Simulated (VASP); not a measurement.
Here is a VASP 6.6.1 calculation.

Contents of INCAR:

```
SYSTEM = Se
ALGO     = Normal         ! electronic algorithm
EDIFF    = 1E-8           ! SCF threshold, eV
ENCUT    = 400            ! plane-wave cutoff, eV
GGA      = PE             ! functional
GGA_COMPAT= .FALSE.      
ISIF     = 2              ! what is computed and relaxed
ISMEAR   = -1             ! smearing method
LASPH    = .TRUE.         ! aspherical terms in the spheres
LCHARG   = .FALSE.        ! write CHGCAR
LEFG     = .TRUE.       
LREAL    = .FALSE.        ! projectors in reciprocal space
LWAVE    = .FALSE.        ! write WAVECAR
NBANDS   = 16             ! bands
NELM     = 120            ! most SCF steps
PREC     = Accurate       ! precision mode
SIGMA    = 0.03           ! smearing width, eV
```

KPOINTS

```
k-points
0
G
  8 8 6
  0 0 0
```

Contents of POSCAR:

```
Se
1.0
    4.3551696776      0.0000000000      0.0000000000
   -2.1775848388      3.7716875786      0.0000000000
    0.0000000000      0.0000000000      4.8009665000
Se
3
Direct
    0.2170000000      0.0000000000      0.1666666667
    0.0000000000      0.2170000000      0.8333333333
    0.7830000000      0.7830000000      0.5000000000
```

Potentials or basis: VASP PAW PBE potentials, release 64 (Se).

Command:

```bash
$ cat potpaw_PBE.64/Se/POTCAR > POTCAR
$ mpirun -np 1 vasp_std > vasp.out
```

Estimate the band gap on the k mesh.

1.30 eV (least direct gap 1.48 eV).

Predict the pressure.

8.9 GPa.

Estimate the largest force.

1.708 eV/Å.

Forces on the atoms (eV/Å):
```
Se   1.708  0.000  0.000
Se  -0.854  1.479  0.000
Se  -0.854 -1.479  0.000
```

Caveat: the cell differs from its parent crystal (zz strain of -3 %); the stress differs along the axes, from 7 to 13 GPa; without QUAD_EFG the Cq values of the log hold for a quadrupole moment of 1 mb, not for the nuclei; forces of over 1 eV/Å act on the atoms, so gaps and moduli don't describe the material at rest. A k mesh can miss the band edges.
